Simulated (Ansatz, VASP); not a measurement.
## Ge: VASP beside Ansatz

File INCAR:

```
ALGO = Normal ; EDIFF = 1E-6
ENCUT = 520 ; GGA = PE
ISIF = 2 ; ISMEAR = 0
LASPH = True ; LCHARG = True
LELF = True ; LREAL = False
LVHAR = True ; LWAVE = False
NBANDS = 51 ; NELM = 60
PREC = Accurate ; SIGMA = 0.1
```

KPOINTS

```
k-points
0
Gamma
  4 4 4
```

Contents of POSCAR:

```
Ge
1.0
    3.3322018100     -4.0888826700      0.0000000000
    3.3322018100      4.0888826700      0.0000000000
    0.0000000000      0.0000000000      4.7580796300
Ge
6
Direct
    0.6039974100      0.3960025900      0.3101849400
    0.8960025900      0.1039974100      0.3101849400
    0.3960025900      0.6039974100      0.6898150600
    0.1039974100      0.8960025900      0.6898150600
    0.7500000000      0.7500000000      0.0000000000
    0.2500000000      0.2500000000      0.0000000000
```

Input for Ansatz:

```yaml
crystal:
  lattice:
    - [3.33220181, -4.08888267, 0.0]
    - [3.33220181, 4.08888267, 0.0]
    - [0.0, 0.0, 4.75807963]
  atoms:
    - { symbol: Ge, position: [0.60399741, 0.39600259, 0.31018494] }
    - { symbol: Ge, position: [0.89600259, 0.10399741, 0.31018494] }
    - { symbol: Ge, position: [0.39600259, 0.60399741, 0.68981506] }
    - { symbol: Ge, position: [0.10399741, 0.89600259, 0.68981506] }
    - { symbol: Ge, position: [0.75, 0.75, 0.0] }
    - { symbol: Ge, position: [0.25, 0.25, 0.0] }
basis:
  ecutwfc: 420
kpoints:
  mp_grid: { grid: [4, 4, 4] }
hamiltonian:
  xc: pbe
scf:
  occupations: { method: gaussian, width: 0.1 }
  lower_state_search: "off"
output:
  forces: true
  stress: true
  eigenvalues: true
```

Alike in both runs: task single point; functional PBE; k mesh 4 × 4 × 4; occupations gaussian, width 0.1 eV; no spin polarisation.

```csv
,VASP,Ansatz
version,VASP 6.6.1,Ansatz 0.2.0
potentials or method,"VASP PAW PBE potentials, release 64 (Ge_d), cutoff 520 eV","scalar-relativistic, plane waves, PAW"
valence electrons in the cell,84,84
```

VASP gave:

- gap on the k mesh at the Fermi level (eV): none
- pressure (GPa): 11.4
- traceless stress, the component that is largest in VASP (GPa): 5.01
- rms of the force components (eV/Å): 0.299

Q: Which values does Ansatz return?

A: gap on the k mesh at the Fermi level (eV): none; pressure (GPa): 11.5; traceless stress, the component that is largest in VASP (GPa): 5.01; rms of the force components (eV/Å): 0.301.

Atom by atom the forces differ by 0.002 eV/Å (rms over components). A gap of «none» marks a metal or a gap that the smearing closes. With one functional, cell and mesh, what is left measures potentials, basis and numerics.
